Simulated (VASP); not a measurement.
# SiGe3Ru2 (P4/mmm) in VASP: single point with PBE

Aim: the single point of SiGe3Ru2 with PBE.

Program: VASP 6.6.1. These are calculated values, not measurements. Logs are shortened: lines on timing, memory, paths and dates and some standing lists are left out, and cuts for length are marked.

## (1) The cell of the first run

Symmetry: P4/mmm, No. 123, tetragonal system. The conventional cell has a = 3.641 Å, b = 3.641 Å, c = 8.939 Å, α = 90.00°, β = 90.00°, γ = 90.00°. Within 3.4 Å of Si (site symmetry 4/mmm) lie 4 Ge at 2.57 Å. Ge (site symmetry 4mm) has 4 Ru at 2.59 Å and 1 Ge at 2.63 Å within 3.4 Å. Ge (site symmetry 4/mmm) has 4 Si at 2.57 Å and 2 Ge at 2.63 Å within 3.4 Å. Ru (site symmetry mmm) has 4 Ru at 2.57 Å and 4 Ge at 2.59 Å within 3.4 Å.

The cell was built from a structure type or drawn by symmetry, and may not be a known phase.

## (2) Single point, PBE, collinear spin, ferromagnetic start

Contents of INCAR:

```
SYSTEM = SiGe3Ru2
PREC = Accurate
ENCUT = 520
EDIFF = 1E-6
ISMEAR = 0
SIGMA = 0.1
LREAL = .False.
LASPH = .True.
NELM = 150
ALGO = Normal
ISIF = 2
LWAVE = .False.
LCHARG = .True.
ISPIN = 2
MAGMOM = 0 0 0 0 1 1
LORBIT = 11
LMAXMIX = 4
GGA = PE
LELF = .True.
LVHAR = .True.
NBANDS = 50
```

Contents of KPOINTS:

```
Automatic mesh
0
Gamma
  6 6 2
  0 0 0
```

Contents of POSCAR:

```
SiGe3Ru2
1.0
    3.6406248617      0.0000000000      0.0000000000
    0.0000000000      3.6406248617      0.0000000000
    0.0000000000      0.0000000000      8.9385295274
Si Ge Ru
1 3 2
Direct
    0.0000000000      0.0000000000      0.0000000000
    0.5000000000      0.5000000000      0.7054576268
    0.5000000000      0.5000000000      0.2945423732
    0.5000000000      0.5000000000      0.0000000000
    0.0000000000      0.5000000000      0.5000000000
    0.5000000000      0.0000000000      0.5000000000
```

Potentials or basis: VASP PAW PBE potentials, release 64 (Si, Ge_d, Ru_pv).

On the command line:

```sh
$ cat potpaw_PBE.64/Si/POTCAR potpaw_PBE.64/Ge_d/POTCAR potpaw_PBE.64/Ru_pv/POTCAR > POTCAR
$ mpirun -np 1 vasp_std > vasp.out
```

OUTCAR:

```text
SYSTEM = SiGe3Ru2
   PREC = Accurate
   ENCUT = 520
   EDIFF = 1E-6
   ISMEAR = 0
   LREAL = .False.
   LASPH = .True.
   NELM = 150
   ISIF = 2
   ISPIN = 2
   LORBIT = 11
   GGA = PE

 ion  position               nearest neighbor table
   1  0.000  0.000  0.000-   4 2.57   4 2.57   4 2.57   4 2.57
   2  0.500  0.500  0.705-   5 2.59   6 2.59   6 2.59   5 2.59   4 2.63
   3  0.500  0.500  0.295-   5 2.59   6 2.59   6 2.59   5 2.59   4 2.63
   4  0.500  0.500  0.000-   1 2.57   1 2.57   1 2.57   1 2.57   3 2.63   2 2.63
   5  0.000  0.500  0.500-   6 2.57   6 2.57   6 2.57   6 2.57   2 2.59   3 2.59   2 2.59   3 2.59

   6  0.500  0.000  0.500-   5 2.57   5 2.57   5 2.57   5 2.57   3 2.59   3 2.59   2 2.59   2 2.59

  LATTYP: Found a simple tetragonal cell.
 ALAT       =     3.6406248617
 C/A-ratio  =     2.4552185042

  Lattice vectors:

 A1 = (   3.6406248617,   0.0000000000,   0.0000000000)
 A2 = (   0.0000000000,   3.6406248617,   0.0000000000)
 A3 = (   0.0000000000,   0.0000000000,   8.9385295274)

Analysis of symmetry for initial positions (statically):
=====================================================================
 Subroutine PRICEL returns:
 Original cell was already a primitive cell.

 Routine SETGRP: Setting up the symmetry group for a
 simple tetragonal supercell.

 Subroutine GETGRP returns: Found 16 space group operations
 (whereof 16 operations were pure point group operations)
 out of a pool of 16 trial point group operations.

The static configuration has the point symmetry D_4h.

Analysis of symmetry for dynamics (positions and initial velocities):
=====================================================================
 Subroutine PRICEL returns:
 Original cell was already a primitive cell.

 Routine SETGRP: Setting up the symmetry group for a
 simple tetragonal supercell.

 Subroutine GETGRP returns: Found 16 space group operations
 (whereof 16 operations were pure point group operations)
 out of a pool of 16 trial point group operations.

The dynamic configuration has the point symmetry D_4h.

Analysis of structural, dynamic, and magnetic symmetry:
=====================================================================
 Subroutine PRICEL returns:
 Original cell was already a primitive cell.

 Routine SETGRP: Setting up the symmetry group for a
 simple tetragonal supercell.

 Subroutine GETGRP returns: Found 16 space group operations
 (whereof 16 operations were pure point group operations)
 out of a pool of 16 trial point group operations.

The overall configuration has the point symmetry D_4h.

 Subroutine INISYM returns: Found 16 space group operations
 (whereof 16 operations are pure point group operations),
 and found     1 'primitive' translations

----------------------------------------------------------------------------------------

                                     Primitive cell

  volume of cell :     118.4726

  direct lattice vectors                    reciprocal lattice vectors
     3.640624862  0.000000000  0.000000000     0.274678122  0.000000000  0.000000000
     0.000000000  3.640624862  0.000000000     0.000000000  0.274678122  0.000000000
     0.000000000  0.000000000  8.938529527     0.000000000  0.000000000  0.111875225

  length of vectors
     3.640624862  3.640624862  8.938529527     0.274678122  0.274678122  0.111875225

  position of ions in fractional coordinates (direct lattice)
     0.000000000  0.000000000  0.000000000
     0.500000000  0.500000000  0.705457627
     0.500000000  0.500000000  0.294542373
     0.500000000  0.500000000  0.000000000
     0.000000000  0.500000000  0.500000000
     0.500000000  0.000000000  0.500000000

  ion indices of the primitive-cell ions
   primitive index   ion index
                 1           1
                 2           2
                 3           3
                 4           4
                 5           5
                 6           6

[... 30 lines left out ...]
  0.333333  0.000000  0.000000      4.000000
  0.500000  0.000000  0.000000      2.000000
  0.166667  0.166667  0.000000      4.000000
  0.333333  0.166667  0.000000      8.000000
[... 12 lines left out ...]
  0.500000  0.333333  0.500000      4.000000
  0.500000  0.500000  0.500000      1.000000
   k-points           NKPTS =     20   k-points in BZ     NKDIM =     20   number of bands    NBANDS=     50
   number of dos      NEDOS =    301   number of ions     NIONS =      6
   total plane-waves  NPLWV =  54880
   dimension x,y,z NGX =    28 NGY =   28 NGZ =   70
   dimension x,y,z NGXF=    56 NGYF=   56 NGZF=  140
   ions per type =               1   3   2
   NGX,Y,Z   is equivalent  to a cutoff of  12.79, 12.79, 13.02 a.u.
   NGXF,Y,Z  is equivalent  to a cutoff of  25.57, 25.57, 26.04 a.u.
 SYSTEM =  SiGe3Ru2
   PREC   = accura    normal or accurate (medium, high low for compatibility)
   ISTART =      0    job   : 0-new  1-cont  2-samecut
   ICHARG =      2    charge: 1-file 2-atom 10-const
   ISPIN  =      2    spin polarized calculation?
   LNONCOLLINEAR =      F non collinear calculations
   LSORBIT =      F    spin-orbit coupling
   LASPH  =      T    aspherical Exc in radial PAW
   ENCUT  =  520.0 eV  38.22 Ry    6.18 a.u.   6.77  6.77 16.62*2*pi/ulx,y,z
   NELM   =    150;   NELMIN=  2; NELMDL= -5     # of ELM steps
   EDIFF  = 0.1E-05   stopping-criterion for ELM
   LREAL  =      F    real-space projection
   EDIFFG = 0.1E-04   stopping-criterion for IOM
   NSW    =      0    number of steps for IOM
   IBRION =     -1    ionic relax: 0-MD 1-quasi-New 2-CG
   NFREE  =      0    steps in history (QN), initial steepest desc. (CG)
   ISIF   =      2    stress and relaxation
   ISYM   =      2    0-nonsym 1-usesym 2-fastsym
   POTIM  = 0.5000    time-step for ionic-motion
   TEBEG  =    0.0;   TEEND  =   0.0 temperature during run
   PSTRESS=    0.0 pullay stress
   NELECT =      74.0000    total number of electrons
   NUPDOWN=      -1.0000    fix difference up-down
   EMIN   =  10.00;   EMAX   =-10.00  energy-range for DOS
   EFERMI =   0.00;   METHOD = LEGACY
   ISMEAR =     0;   SIGMA  =   0.10  broadening in eV -4-tet -1-fermi 0-gaus
   EFERMI_NEDOS =   21; number of points for ismear=-14 and -15
   IALGO  =     38    algorithm
   IMIX   =      4    mixing-type and parameters
     AMIX     =   0.40;   BMIX     =  1.00
     AMIX_MAG =   1.60;   BMIX_MAG =  1.00
  volume/ion in A,a.u.               =      19.75       133.25
  Fermi-wavevector in a.u.,A,eV,Ry     =   1.399414  2.644508 26.645084  1.958358
  Thomas-Fermi vector in A             =   2.522475
   LORBIT       =     11    0 simple, 1 ext, 2 COOP (PROOUT), +10 PAW based schemes
   GGA     = PE    functional components
   LHFCALC =     F    Hartree Fock is set to
   AEXX    =    0.0000 exact exchange contribution
   IVDW    =     0    specifies the selected vdW correction
   LEPSILON=     F    determine dielectric tensor
   LRPA    =     F    only Hartree local field effects (RPA)
 spin polarized calculation
 Gauss-broadening in eV      SIGMA  =   0.10
  energy-cutoff  :      520.00
  volume of cell :      118.47
 maximum number of plane-waves:      3217
 NGX is ok and might be reduce to    28
   NGX = 13   NGY = 13   NGZ = 33

 number of electron      74.0000044 magnetization       0.0049091

 number of electron      74.0000044 magnetization      -0.0060059

 Free energy of the ion-electron system (eV)
  ---------------------------------------------------
  ext. energy  EPLUGINS =         0.00000000
  ---------------------------------------------------
  free energy    TOTEN  =       -34.34748285 eV

  energy without entropy =      -34.31874234  energy(sigma->0) =      -34.33311259

 E-fermi :   6.3439     XC(G=0): -10.8487

 val. band max:        6.3378640511   @ k =   0.3333   0.0000   0.0000
 cond. band min:       6.3564231921   @ k =   0.1667   0.1667   0.5000
 fundamental gap:      0.0185591410
 Fermi energy:         6.3439171450

 spin component 1

 k-point     1 :       0.0000    0.0000    0.0000
  band No.  band energies     occupation
      1     -36.5858      1.00000
      2     -36.5858      1.00000
      3     -36.1937      1.00000
      4     -36.0037      1.00000
      5     -35.8277      1.00000
      6     -35.8277      1.00000
[... 1029 lines left out ...]
     48      12.6241      0.00000
     49      13.0285      0.00000
 Fermi energy:         6.3439171450

 spin component 2

 k-point     1 :       0.0000    0.0000    0.0000
  band No.  band energies     occupation
      1     -36.5886      1.00000
      2     -36.5886      1.00000
      3     -36.1953      1.00000
      4     -36.0053      1.00000
      5     -35.8304      1.00000
      6     -35.8304      1.00000
[... 1029 lines left out ...]
     48      12.6240      0.00000
     49      13.0281      0.00000
 [bands above 49 left out]

------------------------ aborting loop because EDIFF is reached ----------------------------------------

  FORCE on cell =-STRESS in cart. coord.  units (eV):
  Direction    XX          YY          ZZ          XY          YZ          ZX
  --------------------------------------------------------------------------------------
  -------------------------------------------------------------------------------------
  Total       -0.1375915     -0.1375915     -0.0214848      0.0000000      0.0000000      0.0000000
  in kB       -1.8607344     -1.8607344     -0.2905517      0.0000000      0.0000000      0.0000000
  external PRESSURE =      -1.3373401 kB  Pullay stress =       0.0000000 kB

 VOLUME and BASIS-vectors are now :
 -----------------------------------------------------------------------------
  energy-cutoff  :      520.00
  volume of cell :      118.47
      direct lattice vectors                 reciprocal lattice vectors
     3.640624862  0.000000000  0.000000000     0.274678122  0.000000000  0.000000000
     0.000000000  3.640624862  0.000000000     0.000000000  0.274678122  0.000000000
     0.000000000  0.000000000  8.938529527     0.000000000  0.000000000  0.111875225

 POSITION                                       TOTAL-FORCE (eV/Angst)
 -----------------------------------------------------------------------------------
      0.00000      0.00000      0.00000         0.000000     -0.000000      0.000000
      1.82031      1.82031      6.30575        -0.000000      0.000000     -0.004412
      1.82031      1.82031      2.63278        -0.000000     -0.000000      0.004412
      1.82031      1.82031      0.00000         0.000000     -0.000000      0.000000
      0.00000      1.82031      4.46926         0.000000     -0.000000      0.000000
      1.82031      0.00000      4.46926         0.000000     -0.000000      0.000000
 -----------------------------------------------------------------------------------
    total drift:                                0.000000      0.000000      0.000000

  FREE ENERGIE OF THE ION-ELECTRON SYSTEM (eV)
  ---------------------------------------------------
  free  energy   TOTEN  =       -34.3474828456 eV

  energy  without entropy=      -34.3187423434  energy(sigma->0) =      -34.33311259

 total charge

# of ion       s       p       d       tot
------------------------------------------
    1        0.846   0.718   0.000   1.564
    2        1.206   1.042  10.041  12.289
    3        1.206   1.042  10.041  12.289
    4        1.161   1.124  10.053  12.338
    5        0.378   6.221   6.088  12.687
    6        0.378   6.221   6.088  12.687
--------------------------------------------------
tot          5.174  16.368  42.312  63.854

 magnetization (x)

# of ion       s       p       d       tot
------------------------------------------
    1        0.000   0.000   0.000   0.000
    2        0.000   0.000  -0.000   0.000
    3        0.000   0.000  -0.000   0.000
    4        0.000  -0.000   0.000   0.000
    5       -0.000  -0.000  -0.003  -0.003
    6       -0.000  -0.000  -0.003  -0.003
--------------------------------------------------
tot         -0.000   0.000  -0.006  -0.006
```

Wall time 6 min (1 thread of Oxide Virtual Turin-like, shared host); peak memory 0.34 GiB.

What came out:

* Free energy: -34.3475 eV
* Pressure: -0.1 GPa
* Largest force: 0.004 eV/Å
* Band gap on the k mesh: zero (filled and empty bands overlap)
* Net moment: -0.01 μB per cell
* Valence electrons inside the program's atomic spheres: Si 1.56; Ge 12.29, 12.34 (each value once); Ru 12.69

Forces on the atoms (eV/Å):
```
Si   0.000  0.000  0.000
Ge   0.000  0.000 -0.004
Ge   0.000  0.000  0.004
Ge   0.000  0.000  0.000
Ru   0.000  0.000  0.000
Ru   0.000  0.000  0.000
```

Stress tensor (GPa, compression positive):
```
-0.19  0.00  0.00
 0.00 -0.19  0.00
 0.00  0.00 -0.03
```

Levels at points of the mesh, in eV from the Fermi level:
Spin up:
```csv
k point,band 35,band 36,band 37,band 38,band 39,band 40
"(0.00, 0.00, 0.00)",0.11,0.11,0.19,1.52,1.99,1.99
"(0.50, 0.00, 0.00)",-0.97,-0.92,-0.67,0.75,1.07,1.42
"(0.50, 0.50, 0.00)",-1.24,-0.76,-0.76,0.23,0.44,0.74
"(0.00, 0.00, 0.50)",0.12,0.12,1.23,1.52,1.61,1.61
"(0.50, 0.00, 0.50)",-1.18,-0.95,-0.20,-0.12,0.38,1.19
"(0.50, 0.50, 0.50)",-0.77,-0.77,-0.59,-0.59,0.23,0.30
```
Spin down:
```csv
k point,band 35,band 36,band 37,band 38,band 39,band 40
"(0.00, 0.00, 0.00)",0.11,0.11,0.19,1.51,1.99,1.99
"(0.50, 0.00, 0.00)",-0.98,-0.93,-0.67,0.75,1.07,1.42
"(0.50, 0.50, 0.00)",-1.24,-0.77,-0.77,0.23,0.44,0.74
"(0.00, 0.00, 0.50)",0.12,0.12,1.23,1.51,1.61,1.61
"(0.50, 0.00, 0.50)",-1.18,-0.96,-0.20,-0.12,0.38,1.19
"(0.50, 0.50, 0.50)",-0.77,-0.77,-0.59,-0.59,0.23,0.30
```
